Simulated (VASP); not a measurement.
# Nb3N in VASP: relaxation of the atoms with PBE

Aim: the relaxation of the atoms of Nb3N with PBE.

All numbers are computed with VASP 6.6.1; they aren't measurements. Logs are shortened: lines on timing, memory, paths and dates and some standing lists are left out, and cuts for length are marked.

**1. The cell of the first run**

The cell holds a slab with vacuum, 4 atoms: a = 2.983 Å, b = 2.983 Å, c = 19.745 Å, α = 90.00°, β = 90.00°, γ = 90.00°.

**2. Relaxation of the atoms, PBE**

File INCAR:

```
PREC = Accurate ; ENCUT = 520
EDIFF = 1E-6 ; ISMEAR = 0
SIGMA = 0.1 ; LREAL = F
LASPH = T ; NELM = 60
ALGO = Normal ; ISIF = 2
LWAVE = F ; LCHARG = F
LDIPOL = T ; IDIPOL = 3
DIPOL = 0.5 0.5 0.357 ; GGA = PE
IBRION = 2 ; NSW = 36
EDIFFG = -0.025
```

File KPOINTS:

```
regular mesh
0
Gamma
  9 9 1
```

File POSCAR:

```
Nb3N
1.0
    2.9829001615      0.0000000000      0.0000000000
    0.0000000000      2.9829001615      0.0000000000
    0.0000000000      0.0000000000     19.7446861459
Nb N
3 1
Selective dynamics
Direct
    0.5000000000      0.5000000000      0.2025861526  F F F
    0.0000000000      0.0000000000      0.3100743693  F F F
    0.5000000000      0.5000000000      0.4175648114  F F F
    0.6666666667      0.8333333333      0.4975863416  F F T
```

Potentials or basis: VASP PAW PBE potentials, release 64 (Nb_sv, N).

The run is started by

```
$ cat potpaw_PBE.64/Nb_sv/POTCAR potpaw_PBE.64/N/POTCAR > POTCAR
$ mpirun -np 1 vasp_std > vasp.out
```

OUTCAR:

```text
PREC = Accurate
   ENCUT = 520
   EDIFF = 1E-6
   ISMEAR = 0
   LREAL = F
   LASPH = T
   NELM = 60
   ISIF = 2
   GGA = PE
   IBRION = 2
   NSW = 36
   EDIFFG = -0.025

 ion  position               nearest neighbor table
   1  0.500  0.500  0.203-   2 2.99   2 2.99   2 2.99   2 2.99
   2  0.000  0.000  0.310-   1 2.99   1 2.99   1 2.99   1 2.99   3 2.99   3 2.99   3 2.99   3 2.99

   3  0.500  0.500  0.418-   4 1.93   2 2.99   2 2.99   2 2.99   2 2.99
   4  0.667  0.833  0.498-   3 1.93

  LATTYP: Found a simple tetragonal cell.
 ALAT       =     2.9829001615
 C/A-ratio  =     6.6192916547

  Lattice vectors:

 A1 = (   2.9829001615,   0.0000000000,   0.0000000000)
 A2 = (   0.0000000000,   2.9829001615,   0.0000000000)
 A3 = (   0.0000000000,   0.0000000000,  19.7446861459)

Analysis of symmetry for initial positions (statically):
=====================================================================
 Subroutine PRICEL returns:
 Original cell was already a primitive cell.

 Routine SETGRP: Setting up the symmetry group for a
 simple tetragonal supercell.

 Subroutine GETGRP returns: Found  1 space group operations
 (whereof  1 operations were pure point group operations)
 out of a pool of 16 trial point group operations.

The static configuration has the point symmetry C_1 .

Analysis of symmetry for dynamics (positions and initial velocities):
=====================================================================
 Subroutine PRICEL returns:
 Original cell was already a primitive cell.

 Routine SETGRP: Setting up the symmetry group for a
 simple tetragonal supercell.

 Subroutine GETGRP returns: Found  1 space group operations
 (whereof  1 operations were pure point group operations)
 out of a pool of 16 trial point group operations.

The dynamic configuration has the point symmetry C_1 .

Analysis of constrained symmetry for selective dynamics:
=====================================================================
 Subroutine PRICEL returns:
 Original cell was already a primitive cell.

 Routine SETGRP: Setting up the symmetry group for a
 simple tetragonal supercell.

 Subroutine GETGRP returns: Found  1 space group operations
 (whereof  1 operations were pure point group operations)
 out of a pool of 16 trial point group operations.

The constrained configuration has the point symmetry C_1 .

 Subroutine INISYM returns: Found  1 space group operations
 (whereof  1 operations are pure point group operations),
 and found     1 'primitive' translations

----------------------------------------------------------------------------------------

                                     Primitive cell

  volume of cell :     175.6822

  direct lattice vectors                    reciprocal lattice vectors
     2.982900161  0.000000000  0.000000000     0.335244207  0.000000000  0.000000000
     0.000000000  2.982900161  0.000000000     0.000000000  0.335244207  0.000000000
     0.000000000  0.000000000 19.744686146     0.000000000  0.000000000  0.050646538

  length of vectors
     2.982900161  2.982900161 19.744686146     0.335244207  0.335244207  0.050646538

  position of ions in fractional coordinates (direct lattice)
     0.500000000  0.500000000  0.202586153
     0.000000000  0.000000000  0.310074369
     0.500000000  0.500000000  0.417564811
     0.666666667  0.833333333  0.497586342

  ion indices of the primitive-cell ions
   primitive index   ion index
                 1           1
                 2           2
                 3           3
                 4           4

----------------------------------------------------------------------------------------

 KPOINTS: regular mesh

Automatic generation of k-mesh.
 Grid dimensions read from file:
 generate k-points for:    9    9    1

 Generating k-lattice:

  Cartesian coordinates                     Fractional coordinates (reciprocal lattice)
     0.037249356  0.000000000  0.000000000     0.111111111  0.000000000  0.000000000
     0.000000000  0.037249356  0.000000000     0.000000000  0.111111111  0.000000000
     0.000000000  0.000000000  0.050646538     0.000000000  0.000000000  1.000000000

  Length of vectors
     0.037249356  0.037249356  0.050646538

  Shift w.r.t. Gamma in fractional coordinates (k-lattice)
     0.000000000  0.000000000  0.000000000

 Subroutine IBZKPT returns following result:
 ===========================================

 Found     41 irreducible k-points:

 Following reciprocal coordinates:
            Coordinates               Weight
  0.000000  0.000000  0.000000      1.000000
  0.111111  0.000000  0.000000      2.000000
  0.000000  0.111111  0.000000      2.000000
  0.222222  0.000000  0.000000      2.000000
  0.000000  0.222222  0.000000      2.000000
  0.333333  0.000000  0.000000      2.000000
[... 16 lines left out ...]
  0.111111  0.444444  0.000000      2.000000
  0.222222  0.222222  0.000000      2.000000
 [... further k-points ...]
   k-points           NKPTS =     41   k-points in BZ     NKDIM =     41   number of bands    NBANDS=     26
   number of dos      NEDOS =    301   number of ions     NIONS =      4
   total plane-waves  NPLWV =  86400
   dimension x,y,z NGX =    24 NGY =   24 NGZ =  150
   dimension x,y,z NGXF=    48 NGYF=   48 NGZF=  300
   ions per type =               3   1
   NGX,Y,Z   is equivalent  to a cutoff of  13.38, 13.38, 12.63 a.u.
   NGXF,Y,Z  is equivalent  to a cutoff of  26.75, 26.75, 25.26 a.u.
 SYSTEM =  unknown system
   PREC   = accura    normal or accurate (medium, high low for compatibility)
   ISTART =      0    job   : 0-new  1-cont  2-samecut
   ICHARG =      2    charge: 1-file 2-atom 10-const
   ISPIN  =      1    spin polarized calculation?
   LNONCOLLINEAR =      F non collinear calculations
   LSORBIT =      F    spin-orbit coupling
   LASPH  =      T    aspherical Exc in radial PAW
   ENCUT  =  520.0 eV  38.22 Ry    6.18 a.u.   5.55  5.55 36.71*2*pi/ulx,y,z
   NELM   =     60;   NELMIN=  2; NELMDL= -5     # of ELM steps
   EDIFF  = 0.1E-05   stopping-criterion for ELM
   LREAL  =      F    real-space projection
   EDIFFG = -.3E-01   stopping-criterion for IOM
   NSW    =     36    number of steps for IOM
   IBRION =      2    ionic relax: 0-MD 1-quasi-New 2-CG
   NFREE  =      1    steps in history (QN), initial steepest desc. (CG)
   ISIF   =      2    stress and relaxation
   ISYM   =      2    0-nonsym 1-usesym 2-fastsym
   POTIM  = 0.5000    time-step for ionic-motion
   TEBEG  =    0.0;   TEEND  =   0.0 temperature during run
   PSTRESS=    0.0 pullay stress
   NELECT =      44.0000    total number of electrons
   NUPDOWN=      -1.0000    fix difference up-down
   EMIN   =  10.00;   EMAX   =-10.00  energy-range for DOS
   EFERMI =   0.00;   METHOD = LEGACY
   ISMEAR =     0;   SIGMA  =   0.10  broadening in eV -4-tet -1-fermi 0-gaus
   EFERMI_NEDOS =   21; number of points for ismear=-14 and -15
   IALGO  =     38    algorithm
   IMIX   =      4    mixing-type and parameters
     AMIX     =   0.40;   BMIX     =  1.00
     AMIX_MAG =   1.60;   BMIX_MAG =  1.00
  volume/ion in A,a.u.               =      43.92       296.39
  Fermi-wavevector in a.u.,A,eV,Ry     =   1.031929  1.950063 14.488538  1.064878
  Thomas-Fermi vector in A             =   2.166102
   LORBIT       =      0    0 simple, 1 ext, 2 COOP (PROOUT), +10 PAW based schemes
   GGA     = PE    functional components
   LHFCALC =     F    Hartree Fock is set to
   AEXX    =    0.0000 exact exchange contribution
   IVDW    =     0    specifies the selected vdW correction
   LEPSILON=     F    determine dielectric tensor
   LRPA    =     F    only Hartree local field effects (RPA)
 conjugate gradient relaxation of ions
 non-spin polarized calculation
 Gauss-broadening in eV      SIGMA  =   0.10
  energy-cutoff  :      520.00
  volume of cell :      175.68
 maximum number of plane-waves:      4765
 NGX is ok and might be reduce to    24
   NGX = 11   NGY = 11   NGZ = 73

--------------------------------------- Ionic step        1  -------------------------------------------

 number of electron      44.0000006 magnetization

 Free energy of the ion-electron system (eV)
  ---------------------------------------------------
  ext. energy  EPLUGINS =         0.00000000
  ---------------------------------------------------
  free energy    TOTEN  =       -35.10773221 eV

  energy without entropy =      -35.07650953  energy(sigma->0) =      -35.09212087

 E-fermi :  -0.0953     XC(G=0):  -5.4811

 val. band max:       -0.0972946572   @ k =  -0.4444   0.3333   0.0000
 cond. band min:      -0.0906841103   @ k =  -0.1111   0.1111   0.0000
 fundamental gap:      0.0066105469
 Fermi energy:        -0.0953353824

 k-point     1 :       0.0000    0.0000    0.0000
  band No.  band energies     occupation
      1     -55.1640      2.00000
      2     -54.8754      2.00000
      3     -54.7450      2.00000
      4     -31.4369      2.00000
      5     -31.0345      2.00000
      6     -30.8733      2.00000
[... 794 lines left out ...]
  FREE ENERGIE OF THE ION-ELECTRON SYSTEM (eV)
  ---------------------------------------------------
  free  energy   TOTEN  =       -35.7261943216 eV

  energy  without entropy=      -35.6959923592  energy(sigma->0) =      -35.71109334

[... ionic steps 4 to 12 ...]

--------------------------------------- Ionic step       13  -------------------------------------------

 number of electron      44.0000007 magnetization

------------------------ aborting loop because EDIFF is reached ----------------------------------------
[... 71 lines left out ...]
--------------------------------------- Ionic step       15  -------------------------------------------

 number of electron      44.0000007 magnetization

 dipolmoment           0.000000      0.000000      0.137927 electrons x Angstroem

 Free energy of the ion-electron system (eV)
  ---------------------------------------------------
  ext. energy  EPLUGINS =         0.00000000
  ---------------------------------------------------
  free energy    TOTEN  =       -35.72626487 eV

  energy without entropy =      -35.69605159  energy(sigma->0) =      -35.71115823

 E-fermi :   0.1004     XC(G=0):  -5.3812

 val. band max:        0.0967358847   @ k =   0.3333   0.1111   0.0000
 cond. band min:       0.1034017417   @ k =   0.0000   0.3333   0.0000
 fundamental gap:      0.0066658570
 Fermi energy:         0.1004009527

 k-point     1 :       0.0000    0.0000    0.0000
  band No.  band energies     occupation
      1     -54.9832      2.00000
      2     -54.6557      2.00000
      3     -54.4693      2.00000
      4     -31.2693      2.00000
      5     -30.9879      2.00000
      6     -30.6897      2.00000
[... 688 lines left out ...]
 [... further k-points ...]

------------------------ aborting loop because EDIFF is reached ----------------------------------------

 vacuum level on the upper side and lower side of the slab       (xc-potential included)         1.354        -1.508

  FORCE on cell =-STRESS in cart. coord.  units (eV):
  Direction    XX          YY          ZZ          XY          YZ          ZX
  --------------------------------------------------------------------------------------
  -------------------------------------------------------------------------------------
  Total       -1.9711373     -2.5735556      2.3135465      1.0335073      2.1416809      0.2395168
  in kB      -17.9762783    -23.4701822     21.0989647      9.4253275     19.5315935      2.1843328
  external PRESSURE =      -6.7824986 kB  Pullay stress =       0.0000000 kB
[... 19 lines left out ...]
  FREE ENERGIE OF THE ION-ELECTRON SYSTEM (eV)
  ---------------------------------------------------
  free  energy   TOTEN  =       -35.7262648732 eV

  energy  without entropy=      -35.6960515925  energy(sigma->0) =      -35.71115823

 reached required accuracy - stopping structural energy minimisation

 vacuum level on the upper side and lower side of the slab         7.192         4.249
```

Run time: 9.6 min. Hardware: 1 thread of Intel Xeon 6975P-C (Granite Rapids), shared host; peak memory 0.39 GiB.

What came out:

```
Free energy               : -35.7263 eV
Energy gained by relaxing : 154.6 meV/atom
Ionic steps               : 15
Band gap on the k mesh    : zero (bands 22 and 23 overlap by 0.20 eV)
```

The path:
| step | energy change (eV) | largest force on free atoms (eV/Å) | pressure (GPa) |
| --- | --- | --- | --- |
| 1 | 0.0000 | 3.9965 | -4.32 |
| 2 | -0.5649 | 1.4934 | -1.87 |
| 3 | -0.6185 | 0.0595 | -0.62 |
| 4 | -0.6184 | 0.0751 | -0.71 |
| 5 | -0.6184 | 0.0664 | -0.72 |
| 6 | -0.6185 | 0.0615 | -0.71 |
| 7 | -0.6185 | 0.0608 | -0.72 |
| 8 | -0.6185 | 0.0604 | -0.72 |
| 9 | -0.6185 | 0.0599 | -0.72 |
| 10 | -0.6185 | 0.0594 | -0.71 |
| 11 | -0.6185 | 0.0580 | -0.71 |
| 12 | -0.6185 | 0.0548 | -0.71 |
| 13 | -0.6185 | 0.0493 | -0.70 |
| 14 | -0.6185 | 0.0377 | -0.69 |
| 15 | -0.6185 | 0.0114 | -0.68 |

Final structure:
```
CELL_PARAMETERS angstrom
2.98290 0.00000 0.00000
0.00000 2.98290 0.00000
0.00000 0.00000 19.74469
ATOMIC_POSITIONS crystal
Nb 0.50000 0.50000 0.20259
Nb 0.00000 0.00000 0.31007
Nb 0.50000 0.50000 0.41756
N 0.66667 0.83333 0.48435
```

Levels at points of the mesh, in eV from the Fermi level:
| k point | band 20 | band 21 | band 22 | band 23 | band 24 | band 25 |
| --- | --- | --- | --- | --- | --- | --- |
| (0.00, 0.00, 0.00) | -1.06 | -0.73 | 0.00 | 0.66 | 0.84 | 1.46 |
